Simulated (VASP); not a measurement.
# O2 in VASP: relaxation of the atoms with LDA

Aim: the relaxation of the atoms of O2 with LDA.

Program: VASP 6.6.1. These are calculated values, not measurements. Logs are shortened: lines on timing, memory, paths and dates and some standing lists are left out, and cuts for length are marked.

## (1) The cell of the first run

The cell holds a molecule in a box, 2 atoms: a = 9.000 Å, b = 9.500 Å, c = 10.000 Å, α = 90.00°, β = 90.00°, γ = 90.00°.

## (2) Relaxation of the atoms, LDA, collinear spin, ferromagnetic start

File INCAR:

```
  ALGO = Normal
  EDIFF = 1E-6
  EDIFFG = -0.03
  ENCUT = 520
  IBRION = 2
  ISIF = 2
  ISMEAR = -1
  ISPIN = 2
  LASPH = True
  LCHARG = False
  LORBIT = 11
  LREAL = False
  LWAVE = False
  MAGMOM = 1 1
  NELM = 150
  NSW = 80
  PREC = Accurate
  SIGMA = 0.02
```

File KPOINTS:

```
k-points
0
Gamma
  1 1 1
```

File POSCAR:

```
O
1.0
    9.0000000000      0.0000000000      0.0000000000
    0.0000000000      9.5000000000      0.0000000000
    0.0000000000      0.0000000000     10.0000000000
O
2
Direct
    0.5000000000      0.5000000000      0.4385000000
    0.5000000000      0.5000000000      0.5615000000
```

Potentials or basis: VASP PAW LDA potentials, release 64 (O).

Command:

```console
cat potpaw_LDA.64/O/POTCAR > POTCAR
mpirun -np 1 vasp_gam > vasp.out
```

OUTCAR:

```text
EDIFF = 1E-6
   EDIFFG = -0.03
   ENCUT = 520
   IBRION = 2
   ISIF = 2
   ISMEAR = -1
   ISPIN = 2
   LASPH = True
   LORBIT = 11
   LREAL = False
   NELM = 150
   NSW = 80
   PREC = Accurate

 ion  position               nearest neighbor table
   1  0.500  0.500  0.438-   2 1.23
   2  0.500  0.500  0.562-   1 1.23

  LATTYP: Found a simple orthorhombic cell.
 ALAT       =     9.0000000000
 B/A-ratio  =     1.0555555556
 C/A-ratio  =     1.1111111111

  Lattice vectors:

 A1 = (   9.0000000000,   0.0000000000,   0.0000000000)
 A2 = (   0.0000000000,   9.5000000000,   0.0000000000)
 A3 = (   0.0000000000,   0.0000000000,  10.0000000000)

Analysis of symmetry for initial positions (statically):
=====================================================================
 Subroutine PRICEL returns:
 Original cell was already a primitive cell.

 Routine SETGRP: Setting up the symmetry group for a
 simple orthorhombic supercell.

 Subroutine GETGRP returns: Found  8 space group operations
 (whereof  8 operations were pure point group operations)
 out of a pool of  8 trial point group operations.

The static configuration has the point symmetry D_2h.

Analysis of symmetry for dynamics (positions and initial velocities):
=====================================================================
 Subroutine PRICEL returns:
 Original cell was already a primitive cell.

 Routine SETGRP: Setting up the symmetry group for a
 simple orthorhombic supercell.

 Subroutine GETGRP returns: Found  8 space group operations
 (whereof  8 operations were pure point group operations)
 out of a pool of  8 trial point group operations.

The dynamic configuration has the point symmetry D_2h.

Analysis of structural, dynamic, and magnetic symmetry:
=====================================================================
 Subroutine PRICEL returns:
 Original cell was already a primitive cell.

 Routine SETGRP: Setting up the symmetry group for a
 simple orthorhombic supercell.

 Subroutine GETGRP returns: Found  8 space group operations
 (whereof  8 operations were pure point group operations)
 out of a pool of  8 trial point group operations.

The overall configuration has the point symmetry D_2h.

 Subroutine INISYM returns: Found  8 space group operations
 (whereof  8 operations are pure point group operations),
 and found     1 'primitive' translations

----------------------------------------------------------------------------------------

                                     Primitive cell

  volume of cell :     855.0000

  direct lattice vectors                    reciprocal lattice vectors
     9.000000000  0.000000000  0.000000000     0.111111111  0.000000000  0.000000000
     0.000000000  9.500000000  0.000000000     0.000000000  0.105263158  0.000000000
     0.000000000  0.000000000 10.000000000     0.000000000  0.000000000  0.100000000

  length of vectors
     9.000000000  9.500000000 10.000000000     0.111111111  0.105263158  0.100000000

  position of ions in fractional coordinates (direct lattice)
     0.500000000  0.500000000  0.438500000
     0.500000000  0.500000000  0.561500000

  ion indices of the primitive-cell ions
   primitive index   ion index
                 1           1
                 2           2

----------------------------------------------------------------------------------------

 KPOINTS: k-points

Automatic generation of k-mesh.
 Grid dimensions read from file:
 generate k-points for:    1    1    1

 Generating k-lattice:

  Cartesian coordinates                     Fractional coordinates (reciprocal lattice)
     0.111111111  0.000000000  0.000000000     1.000000000  0.000000000  0.000000000
     0.000000000  0.105263158  0.000000000     0.000000000  1.000000000  0.000000000
     0.000000000  0.000000000  0.100000000     0.000000000  0.000000000  1.000000000

  Length of vectors
     0.111111111  0.105263158  0.100000000

  Shift w.r.t. Gamma in fractional coordinates (k-lattice)
     0.000000000  0.000000000  0.000000000

 Subroutine IBZKPT returns following result:
 ===========================================

 Found      1 irreducible k-points:

 Following reciprocal coordinates:
            Coordinates               Weight
  0.000000  0.000000  0.000000      1.000000
   k-points           NKPTS =      1   k-points in BZ     NKDIM =      1   number of bands    NBANDS=     11
   number of dos      NEDOS =    301   number of ions     NIONS =      2
   total plane-waves  NPLWV = 403200
   dimension x,y,z NGX =    70 NGY =   72 NGZ =   80
   dimension x,y,z NGXF=   140 NGYF=  144 NGZF=  160
   ions per type =               2
   NGX,Y,Z   is equivalent  to a cutoff of  12.93, 12.60, 13.30 a.u.
   NGXF,Y,Z  is equivalent  to a cutoff of  25.86, 25.20, 26.60 a.u.
 SYSTEM =  unknown system
   PREC   = accura    normal or accurate (medium, high low for compatibility)
   ISTART =      0    job   : 0-new  1-cont  2-samecut
   ICHARG =      2    charge: 1-file 2-atom 10-const
   ISPIN  =      2    spin polarized calculation?
   LNONCOLLINEAR =      F non collinear calculations
   LSORBIT =      F    spin-orbit coupling
   LASPH  =      T    aspherical Exc in radial PAW
   ENCUT  =  520.0 eV  38.22 Ry    6.18 a.u.  16.73 17.66 18.59*2*pi/ulx,y,z
   NELM   =    150;   NELMIN=  2; NELMDL= -5     # of ELM steps
   EDIFF  = 0.1E-05   stopping-criterion for ELM
   LREAL  =      F    real-space projection
   EDIFFG = -.3E-01   stopping-criterion for IOM
   NSW    =     80    number of steps for IOM
   IBRION =      2    ionic relax: 0-MD 1-quasi-New 2-CG
   NFREE  =      1    steps in history (QN), initial steepest desc. (CG)
   ISIF   =      2    stress and relaxation
   ISYM   =      2    0-nonsym 1-usesym 2-fastsym
   POTIM  = 0.5000    time-step for ionic-motion
   TEBEG  =    0.0;   TEEND  =   0.0 temperature during run
   PSTRESS=    0.0 pullay stress
   NELECT =      12.0000    total number of electrons
   NUPDOWN=      -1.0000    fix difference up-down
   EMIN   =  10.00;   EMAX   =-10.00  energy-range for DOS
   EFERMI =   0.00;   METHOD = LEGACY
   ISMEAR =    -1;   SIGMA  =   0.02  broadening in eV -4-tet -1-fermi 0-gaus
   EFERMI_NEDOS =   21; number of points for ismear=-14 and -15
   IALGO  =     38    algorithm
   IMIX   =      4    mixing-type and parameters
     AMIX     =   0.40;   BMIX     =  1.00
     AMIX_MAG =   1.60;   BMIX_MAG =  1.00
  volume/ion in A,a.u.               =     427.50      2884.91
  Fermi-wavevector in a.u.,A,eV,Ry     =   0.394893  0.746240  2.121703  0.155941
  Thomas-Fermi vector in A             =   1.339966
   LORBIT       =     11    0 simple, 1 ext, 2 COOP (PROOUT), +10 PAW based schemes
   GGA     = CA    functional components
   LHFCALC =     F    Hartree Fock is set to
   AEXX    =    0.0000 exact exchange contribution
   IVDW    =     0    specifies the selected vdW correction
   LEPSILON=     F    determine dielectric tensor
   LRPA    =     F    only Hartree local field effects (RPA)
 conjugate gradient relaxation of ions
 spin polarized calculation
  energy-cutoff  :      520.00
  volume of cell :      855.00
 maximum number of plane-waves:     11510
 NGX is ok and might be reduce to    70
   NGX = 33   NGY = 35   NGZ = 37

--------------------------------------- Ionic step        1  -------------------------------------------

 number of electron      12.0000001 magnetization       2.0000001

 Free energy of the ion-electron system (eV)
  ---------------------------------------------------
  ext. energy  EPLUGINS =         0.00000000
  ---------------------------------------------------
  free energy    TOTEN  =       -10.47304070 eV

  energy without entropy =      -10.47304070  energy(sigma->0) =      -10.47304070

------------------------ aborting loop because EDIFF is reached ----------------------------------------

  FORCE on cell =-STRESS in cart. coord.  units (eV):
  Direction    XX          YY          ZZ          XY          YZ          ZX
  --------------------------------------------------------------------------------------
  -------------------------------------------------------------------------------------
  Total       -0.0645245     -0.0644819     -0.9053443      0.0000000      0.0000000      0.0000000
  in kB       -0.1209120     -0.1208321     -1.6965171      0.0000000      0.0000000      0.0000000
  external PRESSURE =      -0.6460871 kB  Pullay stress =       0.0000000 kB

 VOLUME and BASIS-vectors are now :
 -----------------------------------------------------------------------------
  energy-cutoff  :      520.00
  volume of cell :      855.00
      direct lattice vectors                 reciprocal lattice vectors
     9.000000000  0.000000000  0.000000000     0.111111111  0.000000000  0.000000000
     0.000000000  9.500000000  0.000000000     0.000000000  0.105263158  0.000000000
     0.000000000  0.000000000 10.000000000     0.000000000  0.000000000  0.100000000

 POSITION                                       TOTAL-FORCE (eV/Angst)
 -----------------------------------------------------------------------------------
      4.50000      4.75000      4.38500         0.000000      0.000000      0.676448
      4.50000      4.75000      5.61500         0.000000      0.000000     -0.676448
 -----------------------------------------------------------------------------------
    total drift:                                0.000000      0.000000      0.000000

  FREE ENERGIE OF THE ION-ELECTRON SYSTEM (eV)
  ---------------------------------------------------
  free  energy   TOTEN  =       -10.4730406963 eV

  energy  without entropy=      -10.4730406963  energy(sigma->0) =      -10.47304070

--------------------------------------- Ionic step        2  -------------------------------------------

 number of electron      12.0000001 magnetization       2.0000001

------------------------ aborting loop because EDIFF is reached ----------------------------------------

  FORCE on cell =-STRESS in cart. coord.  units (eV):
  Direction    XX          YY          ZZ          XY          YZ          ZX
  --------------------------------------------------------------------------------------
  -------------------------------------------------------------------------------------
  Total       -0.0737388     -0.0737352      6.2260746      0.0000000      0.0000000      0.0000000
  in kB       -0.1381786     -0.1381717     11.6669890      0.0000000      0.0000000      0.0000000
  external PRESSURE =       3.7968795 kB  Pullay stress =       0.0000000 kB

 VOLUME and BASIS-vectors are now :
 -----------------------------------------------------------------------------
  energy-cutoff  :      520.00
  volume of cell :      855.00
      direct lattice vectors                 reciprocal lattice vectors
     9.000000000  0.000000000  0.000000000     0.111111111  0.000000000  0.000000000
     0.000000000  9.500000000  0.000000000     0.000000000  0.105263158  0.000000000
     0.000000000  0.000000000 10.000000000     0.000000000  0.000000000  0.100000000

 POSITION                                       TOTAL-FORCE (eV/Angst)
 -----------------------------------------------------------------------------------
      4.50000      4.75000      4.41763         0.000000      0.000000     -5.426616
      4.50000      4.75000      5.58237         0.000000      0.000000      5.426616
 -----------------------------------------------------------------------------------
    total drift:                                0.000000      0.000000      0.000000

  FREE ENERGIE OF THE ION-ELECTRON SYSTEM (eV)
  ---------------------------------------------------
  free  energy   TOTEN  =       -10.3338897298 eV

  energy  without entropy=      -10.3338897298  energy(sigma->0) =      -10.33388973

--------------------------------------- Ionic step        3  -------------------------------------------

 number of electron      12.0000002 magnetization       2.0000001

 Free energy of the ion-electron system (eV)
  ---------------------------------------------------
  ext. energy  EPLUGINS =         0.00000000
  ---------------------------------------------------
  free energy    TOTEN  =       -10.47611602 eV

  energy without entropy =      -10.47611602  energy(sigma->0) =      -10.47611602

 E-fermi :  -6.2762     XC(G=0):  -0.6388

 val. band max:       -6.8472104879   @ k =   0.0000   0.0000   0.0000
 cond. band min:      -4.8819022567   @ k =   0.0000   0.0000   0.0000
 fundamental gap:      1.9653082312
 Fermi energy:        -6.2761885850

 spin component 1

 k-point     1 :       0.0000    0.0000    0.0000
  band No.  band energies     occupation
      1     -32.6867      1.00000
      2     -20.2012      1.00000
      3     -13.5840      1.00000
      4     -13.4524      1.00000
      5     -13.4523      1.00000
      6      -6.8472      1.00000
      7      -6.8472      1.00000
      8      -0.2401      0.00000
      9       0.9513      0.00000
     10       1.2499      0.00000
     11       1.3353      0.00000
 Fermi energy:        -6.2761885850

 spin component 2

 k-point     1 :       0.0000    0.0000    0.0000
  band No.  band energies     occupation
      1     -31.4598      1.00000
      2     -18.5786      1.00000
      3     -12.4968      1.00000
      4     -11.8062      1.00000
      5     -11.8062      1.00000
      6      -4.8819      0.00000
      7      -4.8819      0.00000
      8      -0.1961      0.00000
      9       1.0967      0.00000
     10       1.2860      0.00000
     11       1.3863      0.00000

------------------------ aborting loop because EDIFF is reached ----------------------------------------

  FORCE on cell =-STRESS in cart. coord.  units (eV):
  Direction    XX          YY          ZZ          XY          YZ          ZX
  --------------------------------------------------------------------------------------
  -------------------------------------------------------------------------------------
  Total       -0.0656708     -0.0656443     -0.0650281     -0.0000000      0.0000000      0.0000000
  in kB       -0.1230600     -0.1230103     -0.1218556     -0.0000000      0.0000000      0.0000000
  external PRESSURE =      -0.1226420 kB  Pullay stress =       0.0000000 kB

 VOLUME and BASIS-vectors are now :
 -----------------------------------------------------------------------------
  energy-cutoff  :      520.00
  volume of cell :      855.00
      direct lattice vectors                 reciprocal lattice vectors
     9.000000000  0.000000000  0.000000000     0.111111111  0.000000000  0.000000000
     0.000000000  9.500000000  0.000000000     0.000000000  0.105263158  0.000000000
     0.000000000  0.000000000 10.000000000     0.000000000  0.000000000  0.100000000

 POSITION                                       TOTAL-FORCE (eV/Angst)
 -----------------------------------------------------------------------------------
      4.50000      4.75000      4.38955         0.000000      0.000000     -0.008713
      4.50000      4.75000      5.61045         0.000000      0.000000      0.008713
 -----------------------------------------------------------------------------------
    total drift:                                0.000000      0.000000     -0.000000

  FREE ENERGIE OF THE ION-ELECTRON SYSTEM (eV)
  ---------------------------------------------------
  free  energy   TOTEN  =       -10.4761160156 eV

  energy  without entropy=      -10.4761160156  energy(sigma->0) =      -10.47611602

 reached required accuracy - stopping structural energy minimisation

 total charge

# of ion       s       p       d       tot
------------------------------------------
    1        1.602   3.289   0.000   4.890
    2        1.602   3.289   0.000   4.890
--------------------------------------------------
tot          3.203   6.578   0.000   9.781

 magnetization (x)

# of ion       s       p       d       tot
------------------------------------------
    1        0.008   0.799   0.000   0.806
    2        0.008   0.799   0.000   0.806
--------------------------------------------------
tot          0.016   1.597   0.000   1.613
```

Wall time 2.2 min (1 thread of Intel Xeon Platinum 8259CL at 2.50GHz (Skylake/Cascade Lake), shared host); peak memory 0.64 GiB.

Results:

- Free energy: -10.4761 eV
- Energy gained by relaxing: 1.5 meV/atom
- Ionic steps: 3
- Largest force after relaxing: 0.009 eV/Å
- Gap between the frontier levels: 1.97 eV
- Net moment: 2.00 μB per cell
- Site moments: O +0.81 μB
- Valence electrons inside the program's atomic spheres: O 4.89

Forces in eV/Å, atoms in the order of the input:
```
O    0.000  0.000 -0.009
O    0.000  0.000  0.009
```

Step by step:
```csv
step,energy change (eV),largest force (eV/Å),pressure (GPa)
1,0.0000,0.6764,-0.06
2,0.1392,5.4266,0.38
3,-0.0031,0.0087,-0.01
```

Final structure:
```
O
1.0
     9.00000    0.00000    0.00000
     0.00000    9.50000    0.00000
     0.00000    0.00000   10.00000
O
2
Cartesian
  4.5000 4.7500 4.3896
  4.5000 4.7500 5.6104
```

Levels at points of the mesh, in eV from the valence-band top:
Spin up:
```tsv
k point	band 3	band 4	band 5	band 6	band 7	band 8	band 9	band 10	band 11
(0.00, 0.00, 0.00)	-6.74	-6.61	-6.61	0.00	0.00	6.61	7.80	8.10	8.18
```
Spin down:
```
           k point  band 1  band 2  band 3  band 4  band 5  band 6  band 7  band 8  band 9  band 10
(0.00, 0.00, 0.00)  -24.61  -11.73   -5.65   -4.96   -4.96    1.97    1.97    6.65    7.94     8.13
```

Caveat: the standard files for N, O and F lose accuracy on very short bonds.
